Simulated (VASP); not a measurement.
# PtS2 in VASP: a series of runs

The runs below take PtS2 through single point, with PBE, r2SCAN.

Program: VASP 6.6.1. These are calculated values, not measurements. Logs are shortened: lines on timing, memory, paths and dates and some standing lists are left out, and cuts for length are marked.

### Step 1. The cell of the first run

It takes space group P-3m1 (No. 164, trigonal). Conventional cell: a = 3.553 Å, b = 3.553 Å, c = 5.020 Å, α = 90.00°, β = 90.00°, γ = 120.00°. Pt (site symmetry -3m) has 6 S at 2.39 Å within 3.2 Å. S (site symmetry 3m) has 3 Pt at 2.39 Å and 6 S at 3.19 to 3.29 Å within 3.3 Å.

### Step 2. Single point, PBE (uniaxial z strain -2.0%)

INCAR

```
SYSTEM = PtS2
ALGO = Normal
EDIFF = 1E-7
ENCUT = 520
GGA = PE
ISIF = 2
ISMEAR = -1
LASPH = .TRUE.
LCHARG = .FALSE.
LREAL = .FALSE.
LWAVE = .FALSE.
NBANDS = 18
NELM = 100
PREC = Accurate
SIGMA = 0.02
```

KPOINTS

```
k-points
0
G
  12 12 6
  0 0 0
```

POSCAR

```
PtS2
1.0
    3.5526415781      0.0000000000      0.0000000000
   -1.7763207890      3.0766778572      0.0000000000
    0.0000000000      0.0000000000      5.0202568409
Pt S
1 2
Direct
    0.0000000000      0.0000000000      0.0000000000
    0.3333333333      0.6666666667      0.2435719039
    0.6666666667      0.3333333333      0.7564280961
```

Potentials or basis: VASP PAW PBE potentials, release 64 (Pt, S).

On the command line:

```console
$ cat potpaw_PBE.64/Pt/POTCAR potpaw_PBE.64/S/POTCAR > POTCAR
$ mpirun -np 1 vasp_std > vasp.out
```

OUTCAR:

```text
SYSTEM = PtS2
   EDIFF = 1E-7
   ENCUT = 520
   GGA = PE
   ISIF = 2
   ISMEAR = -1
   LASPH = .TRUE.
   LREAL = .FALSE.
   NELM = 100
   PREC = Accurate

 ion  position               nearest neighbor table
   1  0.000  0.000  0.000-   2 2.39   3 2.39   2 2.39   3 2.39   3 2.39   2 2.39
   2  0.333  0.667  0.244-   1 2.39   1 2.39   1 2.39
   3  0.667  0.333  0.756-   1 2.39   1 2.39   1 2.39

  LATTYP: Found a hexagonal cell.
 ALAT       =     3.5526415781
 C/A-ratio  =     1.4131053557

  Lattice vectors:

 A1 = (   3.5526415781,   0.0000000000,   0.0000000000)
 A2 = (  -1.7763207890,   3.0766778572,   0.0000000000)
 A3 = (   0.0000000000,   0.0000000000,   5.0202568409)

Analysis of symmetry for initial positions (statically):
=====================================================================
 Subroutine PRICEL returns:
 Original cell was already a primitive cell.

 Routine SETGRP: Setting up the symmetry group for a
 hexagonal supercell.

 Subroutine GETGRP returns: Found 12 space group operations
 (whereof 12 operations were pure point group operations)
 out of a pool of 24 trial point group operations.

The static configuration has the point symmetry D_3d.

Analysis of symmetry for dynamics (positions and initial velocities):
=====================================================================
 Subroutine PRICEL returns:
 Original cell was already a primitive cell.

 Routine SETGRP: Setting up the symmetry group for a
 hexagonal supercell.

 Subroutine GETGRP returns: Found 12 space group operations
 (whereof 12 operations were pure point group operations)
 out of a pool of 24 trial point group operations.

The dynamic configuration has the point symmetry D_3d.

 Subroutine INISYM returns: Found 12 space group operations
 (whereof 12 operations are pure point group operations),
 and found     1 'primitive' translations

----------------------------------------------------------------------------------------

                                     Primitive cell

  volume of cell :      54.8731

  direct lattice vectors                    reciprocal lattice vectors
     3.552641578  0.000000000  0.000000000     0.281480689  0.162512952  0.000000000
    -1.776320789  3.076677857  0.000000000     0.000000000  0.325025903  0.000000000
     0.000000000  0.000000000  5.020256841     0.000000000  0.000000000  0.199192996

  length of vectors
     3.552641578  3.552641578  5.020256841     0.325025903  0.325025903  0.199192996

  position of ions in fractional coordinates (direct lattice)
     0.000000000  0.000000000  0.000000000
     0.333333333  0.666666667  0.243571904
     0.666666667  0.333333333  0.756428096

  ion indices of the primitive-cell ions
   primitive index   ion index
                 1           1
                 2           2
                 3           3

----------------------------------------------------------------------------------------

 KPOINTS: k-points

Automatic generation of k-mesh.
 Grid dimensions read from file:
 generate k-points for:   12   12    6

 Generating k-lattice:

  Cartesian coordinates                     Fractional coordinates (reciprocal lattice)
     0.023456724  0.013542746  0.000000000     0.083333333 -0.000000000  0.000000000
     0.000000000  0.027085492  0.000000000     0.000000000  0.083333333  0.000000000
     0.000000000  0.000000000  0.033198833     0.000000000  0.000000000  0.166666667

  Length of vectors
     0.027085492  0.027085492  0.033198833

  Shift w.r.t. Gamma in fractional coordinates (k-lattice)
     0.000000000  0.000000000  0.000000000

 Subroutine IBZKPT returns following result:
 ===========================================

 Found    100 irreducible k-points:

 Following reciprocal coordinates:
            Coordinates               Weight
  0.000000  0.000000  0.000000      1.000000
  0.083333  0.000000  0.000000      6.000000
  0.166667  0.000000  0.000000      6.000000
  0.250000 -0.000000  0.000000      6.000000
  0.333333  0.000000  0.000000      6.000000
  0.416667 -0.000000  0.000000      6.000000
[... 16 lines left out ...]
  0.166667  0.000000  0.166667      6.000000
  0.000000  0.166667  0.166667      6.000000
 [... further k-points ...]
   k-points           NKPTS =    100   k-points in BZ     NKDIM =    100   number of bands    NBANDS=     18
   number of dos      NEDOS =    301   number of ions     NIONS =      3
   total plane-waves  NPLWV =  31360
   dimension x,y,z NGX =    28 NGY =   28 NGZ =   40
   dimension x,y,z NGXF=    56 NGYF=   56 NGZF=   80
   ions per type =               1   2
   NGX,Y,Z   is equivalent  to a cutoff of  13.10, 13.10, 13.25 a.u.
   NGXF,Y,Z  is equivalent  to a cutoff of  26.21, 26.21, 26.49 a.u.
 SYSTEM =  PtS2
   PREC   = accura    normal or accurate (medium, high low for compatibility)
   ISTART =      0    job   : 0-new  1-cont  2-samecut
   ICHARG =      2    charge: 1-file 2-atom 10-const
   ISPIN  =      1    spin polarized calculation?
   LNONCOLLINEAR =      F non collinear calculations
   LSORBIT =      F    spin-orbit coupling
   LASPH  =      T    aspherical Exc in radial PAW
   ENCUT  =  520.0 eV  38.22 Ry    6.18 a.u.   6.61  6.61  9.33*2*pi/ulx,y,z
   NELM   =    100;   NELMIN=  2; NELMDL= -5     # of ELM steps
   EDIFF  = 0.1E-06   stopping-criterion for ELM
   LREAL  =      F    real-space projection
   EDIFFG = 0.1E-05   stopping-criterion for IOM
   NSW    =      0    number of steps for IOM
   IBRION =     -1    ionic relax: 0-MD 1-quasi-New 2-CG
   NFREE  =      0    steps in history (QN), initial steepest desc. (CG)
   ISIF   =      2    stress and relaxation
   ISYM   =      2    0-nonsym 1-usesym 2-fastsym
   POTIM  = 0.5000    time-step for ionic-motion
   TEBEG  =    0.0;   TEEND  =   0.0 temperature during run
   PSTRESS=    0.0 pullay stress
   NELECT =      22.0000    total number of electrons
   NUPDOWN=      -1.0000    fix difference up-down
   EMIN   =  10.00;   EMAX   =-10.00  energy-range for DOS
   EFERMI =   0.00;   METHOD = LEGACY
   ISMEAR =    -1;   SIGMA  =   0.02  broadening in eV -4-tet -1-fermi 0-gaus
   EFERMI_NEDOS =   21; number of points for ismear=-14 and -15
   IALGO  =     38    algorithm
   IMIX   =      4    mixing-type and parameters
     AMIX     =   0.40;   BMIX     =  1.00
     AMIX_MAG =   1.60;   BMIX_MAG =  1.00
  volume/ion in A,a.u.               =      18.29       123.43
  Fermi-wavevector in a.u.,A,eV,Ry     =   1.207154  2.281190 19.826686  1.457220
  Thomas-Fermi vector in A             =   2.342800
   LORBIT       =      0    0 simple, 1 ext, 2 COOP (PROOUT), +10 PAW based schemes
   GGA     = PE    functional components
   LHFCALC =     F    Hartree Fock is set to
   AEXX    =    0.0000 exact exchange contribution
   IVDW    =     0    specifies the selected vdW correction
   LEPSILON=     F    determine dielectric tensor
   LRPA    =     F    only Hartree local field effects (RPA)
 non-spin polarized calculation
  energy-cutoff  :      520.00
  volume of cell :       54.87
 maximum number of plane-waves:      1507
 NGX is ok and might be reduce to    28
   NGX = 13   NGY = 13   NGZ = 19

 number of electron      22.0000001 magnetization

 Free energy of the ion-electron system (eV)
  ---------------------------------------------------
  ext. energy  EPLUGINS =         0.00000000
  ---------------------------------------------------
  free energy    TOTEN  =       -15.37931023 eV

  energy without entropy =      -15.37931022  energy(sigma->0) =      -15.37931023

 E-fermi :   7.1041     XC(G=0): -10.6563

 val. band max:        6.8025354764   @ k =   0.0000   0.0000   0.0000
 cond. band min:       7.4244016265   @ k =   0.0000   0.2500   0.3333
 fundamental gap:      0.6218661501
 Fermi energy:         7.1041125334

 k-point     1 :       0.0000    0.0000    0.0000
  band No.  band energies     occupation
      1      -8.5034      2.00000
      2      -5.5783      2.00000
      3      -0.1952      2.00000
      4       0.2068      2.00000
      5       0.2068      2.00000
      6       2.9659      2.00000
[... 10 lines left out ...]
     17      14.7570      0.00000
     18      19.4599      0.00000

 k-point     2 :       0.0833    0.0000    0.0000
  band No.  band energies     occupation
      1      -8.4152      2.00000
      2      -5.6227      2.00000
      3      -0.1005      2.00000
      4       0.2637      2.00000
      5       0.2711      2.00000
      6       2.8362      2.00000
[... 10 lines left out ...]
     17      15.0326      0.00000
     18      18.1980      0.00000

 k-point     3 :       0.1667    0.0000    0.0000
  band No.  band energies     occupation
      1      -8.1601      2.00000
      2      -5.7421      2.00000
      3       0.1577      2.00000
      4       0.4186      2.00000
      5       0.4697      2.00000
      6       2.3949      2.00000
[... 10 lines left out ...]
     17      15.7003      0.00000
     18      16.7179      0.00000

 k-point     4 :       0.2500   -0.0000    0.0000
  band No.  band energies     occupation
      1      -7.7689      2.00000
      2      -5.9042      2.00000
      3       0.4358      2.00000
      4       0.6201      2.00000
      5       0.8560      2.00000
      6       1.6777      2.00000
[... 375 lines left out ...]
      4       0.2598      2.00000
      5       0.4349      2.00000
      6       2.8083      2.00000
[... 10 lines left out ...]
     17      15.2053      0.00000
     18      17.3961      0.00000

 k-point    23 :       0.1667    0.0000    0.1667
  band No.  band energies     occupation
      1      -8.0738      2.00000
      2      -5.9224      2.00000
      3       0.1717      2.00000
      4       0.4447      2.00000
      5       0.6814      2.00000
      6       2.4392      2.00000
[... 10 lines left out ...]
     17      15.2385      0.00000
     18      16.3892      0.00000

 k-point    24 :       0.0000    0.1667    0.1667
  band No.  band energies     occupation
      1      -8.0829      2.00000
      2      -5.8949      2.00000
      3       0.0318      2.00000
      4       0.3998      2.00000
      5       0.8170      2.00000
      6       2.3027      2.00000
[... 10 lines left out ...]
     17      16.0982      0.00000
     18      16.1231      0.00000

 [... further k-points ...]

------------------------ aborting loop because EDIFF is reached ----------------------------------------

  FORCE on cell =-STRESS in cart. coord.  units (eV):
  Direction    XX          YY          ZZ          XY          YZ          ZX
  --------------------------------------------------------------------------------------
  -------------------------------------------------------------------------------------
  Total        1.4562710      1.4562710      0.9737487      0.0000000      0.0000000      0.0000000
  in kB       42.5200169     42.5200169     28.4313914      0.0000000      0.0000000      0.0000000
  external PRESSURE =      37.8238084 kB  Pullay stress =       0.0000000 kB

 VOLUME and BASIS-vectors are now :
 -----------------------------------------------------------------------------
  energy-cutoff  :      520.00
  volume of cell :       54.87
      direct lattice vectors                 reciprocal lattice vectors
     3.552641578  0.000000000  0.000000000     0.281480689  0.162512952  0.000000000
    -1.776320789  3.076677857  0.000000000     0.000000000  0.325025903  0.000000000
     0.000000000  0.000000000  5.020256841     0.000000000  0.000000000  0.199192996

 POSITION                                       TOTAL-FORCE (eV/Angst)
 -----------------------------------------------------------------------------------
      0.00000      0.00000      0.00000         0.000000      0.000000      0.000000
     -0.00000      2.05112      1.22279         0.000000     -0.000000      0.037839
      1.77632      1.02556      3.79746        -0.000000      0.000000     -0.037839
 -----------------------------------------------------------------------------------
    total drift:                               -0.000000     -0.000000     -0.000000

  FREE ENERGIE OF THE ION-ELECTRON SYSTEM (eV)
  ---------------------------------------------------
  free  energy   TOTEN  =       -15.3793102259 eV

  energy  without entropy=      -15.3793102246  energy(sigma->0) =      -15.37931023
```

Run time: 42 s. Hardware: 1 thread of Intel Xeon 6975P-C (Granite Rapids), shared host; peak memory 0.24 GiB.

Results:

| Quantity | Value |
| --- | --- |
| Free energy | -15.3793 eV |
| Pressure | 3.8 GPa |
| Largest force | 0.038 eV/Å |
| Band gap on the k mesh | 0.62 eV (least direct gap 0.94 eV) |

Forces on the atoms (eV/Å):
```
Pt   0.000  0.000  0.000
S    0.000  0.000  0.038
S    0.000  0.000 -0.038
```

Stress tensor (GPa, compression positive):
```
4.25 0.00 0.00
0.00 4.25 0.00
0.00 0.00 2.84
```

Caveat: the cell differs from its parent crystal (uniaxial z strain -2.0%); the cell stands under pressure; spin-orbit coupling is left out, which moves the levels of the heavy elements.

### Step 3. Single point, PBE

This run uses another cell than the first one, of 18.66 Å³/atom.

INCAR

```
SYSTEM = PtS2
PREC = Accurate ; ENCUT = 520
EDIFF = 1E-7 ; ISMEAR = -1
SIGMA = 0.02 ; LREAL = .FALSE.
LASPH = .TRUE. ; NELM = 100
ALGO = Normal ; ISIF = 2
LWAVE = .FALSE. ; LCHARG = .TRUE.
GGA = PE ; LELF = .TRUE.
LVHAR = .TRUE. ; NBANDS = 18
```

KPOINTS

```
regular mesh
0
G
  12 12 6
  0 0 0
```

POSCAR

```
PtS2
1.0
    3.5526415781      0.0000000000      0.0000000000
   -1.7763207890      3.0766778572      0.0000000000
    0.0000000000      0.0000000000      5.1227110621
Pt S
1 2
Direct
    0.0000000000      0.0000000000      0.0000000000
    0.3333333333      0.6666666667      0.2392599767
    0.6666666667      0.3333333333      0.7607400233
```

Potentials or basis: VASP PAW PBE potentials, release 64 (Pt, S).

On the command line:

```console
$ cat potpaw_PBE.64/Pt/POTCAR potpaw_PBE.64/S/POTCAR > POTCAR
$ mpirun -np 1 vasp_std > vasp.out
```

Wall time 41 s (1 thread of Intel Xeon 6975P-C (Granite Rapids), shared host); peak memory 0.24 GiB.

The run converged. Its results:

```
Free energy            : -15.3964 eV
Pressure               : 3.2 GPa
Largest force          : 0.026 eV/Å
Band gap on the k mesh : 0.71 eV (least direct gap 0.97 eV)
```

Forces on the atoms (eV/Å):
```
Pt   0.000  0.000  0.000
S    0.000  0.000  0.026
S    0.000  0.000 -0.026
```

Stress tensor (GPa, compression positive):
```
3.63 0.00 0.00
0.00 3.63 0.00
0.00 0.00 2.31
```

Levels at points of the mesh, in eV from the valence-band top:
```tsv
k point	band 9	band 10	band 11	band 12	band 13	band 14
(0.00, 0.00, 0.00)	-1.03	-1.03	-0.02	2.12	2.12	4.77
(0.50, 0.00, 0.00)	-3.02	-2.92	-2.40	1.56	2.57	5.44
(0.00, 0.00, 0.50)	-1.26	-1.26	-1.11	2.64	2.64	5.57
(0.50, 0.00, 0.50)	-2.70	-2.66	-1.42	1.75	2.23	5.08
```

Caveat: the cell stands under pressure; spin-orbit coupling is left out, which moves the levels of the heavy elements.

### Step 4. Single point, r2SCAN (uniaxial z strain -2.0%)

POSCAR

```
PtS2
1.0
    3.5526415781      0.0000000000      0.0000000000
   -1.7763207890      3.0766778572      0.0000000000
    0.0000000000      0.0000000000      5.0202568409
Pt S
1 2
Direct
    0.0000000000      0.0000000000      0.0000000000
    0.3333333333      0.6666666667      0.2435719039
    0.6666666667      0.3333333333      0.7564280961
```

INCAR.step1

```
PREC = Accurate
ENCUT = 520
ISMEAR = 0
SIGMA = 0.01
LREAL = F
LASPH = T
NELM = 80
NBANDS = 18
GGA = PE
ALGO = Normal
EDIFF = 1E-4
LWAVE = T
LCHARG = F
```

INCAR.step2

```
PREC = Accurate
ENCUT = 520
EDIFF = 1E-6
ISMEAR = 0
SIGMA = 0.01
LREAL = F
LASPH = T
NELM = 80
ALGO = Normal
ISIF = 2
LWAVE = F
LCHARG = F
METAGGA = R2SCAN
LMIXTAU = T
NBANDS = 18
ISTART = 1
```

KPOINTS

```
regular mesh
0
Gamma
  12 12 6
```

On the command line:

```console
$ cat potpaw_PBE.64/Pt/POTCAR potpaw_PBE.64/S/POTCAR > POTCAR
$ cp INCAR.step1 INCAR
$ mpirun -np 1 vasp_std > vasp.out
$ cp INCAR.step2 INCAR
$ mpirun -np 1 vasp_std > vasp.out
```

Wall time 2.7 min (1 thread of Intel Xeon 6975P-C (Granite Rapids), shared host); peak memory 0.24 GiB.

Results (log left out):

```
Free energy            : -68.8376 eV
Pressure               : 1.8 GPa
Largest force          : 0.050 eV/Å
Band gap on the k mesh : 0.75 eV (least direct gap 1.10 eV)
```

Forces in eV/Å, atoms in the order of the input:
```
Pt   0.000  0.000  0.000
S    0.000  0.000 -0.050
S    0.000  0.000  0.050
```

Levels at points of the mesh, in eV from the valence-band top:
```
           k point  band 8  band 9  band 10  band 11  band 12  band 13  band 14  band 15
(0.00, 0.00, 0.00)   -2.23   -1.21    -1.21     0.00     2.09     2.09     4.97     5.97
(0.50, 0.00, 0.00)   -3.42   -3.36    -3.24    -2.61     1.54     2.68     5.76     6.91
(0.00, 0.00, 0.50)   -2.83   -1.50    -1.50    -1.21     2.72     2.72     5.96     7.59
(0.50, 0.00, 0.50)   -3.37   -2.96    -2.93    -1.51     1.70     2.30     5.45     5.76
```

Caveat: the cell differs from its parent crystal (uniaxial z strain -2.0%); the PAW data sets were made with another functional, which shifts forces and pressure a little; spin-orbit coupling is left out, which moves the levels of the heavy elements. A k mesh can miss the band edges.

[end of part 1 of 2]
